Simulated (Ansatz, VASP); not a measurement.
**Be3Se2O in VASP and in Ansatz**

```
CELL_PARAMETERS angstrom
3.43623 0.00000 0.00000
-1.71812 2.97586 0.00000
0.00000 0.00000 8.17602
ATOMIC_POSITIONS crystal
Be 0.33333 0.66667 0.55384
Be 0.00000 0.00000 0.17280
Be 0.66667 0.33333 0.92463
Se 0.66667 0.33333 0.65546
Se 0.33333 0.66667 0.28332
O 0.00000 0.00000 0.97695
```

Alike in both runs: functional PBE; k mesh 4 × 4 × 2; occupations gaussian, width 0.15 eV; no spin polarisation.

Ansatz relaxed the structure, and its values are those at the end. VASP's run is a single point on that final structure, the one shown.

|  | VASP | Ansatz |
| --- | --- | --- |
| version | VASP 6.6.1 | Ansatz 0.2.0 |
| potentials or method | VASP PAW PBE potentials, release 64 (Be, Se, O), cutoff 600 eV | scalar-relativistic, plane waves, PAW |
| valence electrons in the cell | 24 | 44 |

|  | VASP | Ansatz | Ansatz less VASP |
| --- | --- | --- | --- |
| gap on the k mesh at the Fermi level (eV) | 1.25 | 1.26 | +0.004 |
| least direct gap on the mesh (eV) | 1.25 | 1.26 | +0.004 |
| pressure (GPa) | 0.3 | 0.1 | -0.20 |
| rms of the force components (eV/Å) | 0.015 | 0.009 | -0.0058 |

With one functional, cell and mesh, what is left measures potentials, basis and numerics. VASP's potentials hold 24 valence electrons a cell and Ansatz's 44, so a difference there can come from the potentials and not from the codes.

The k mesh is coarse, so the values compare programs but aren't converged.
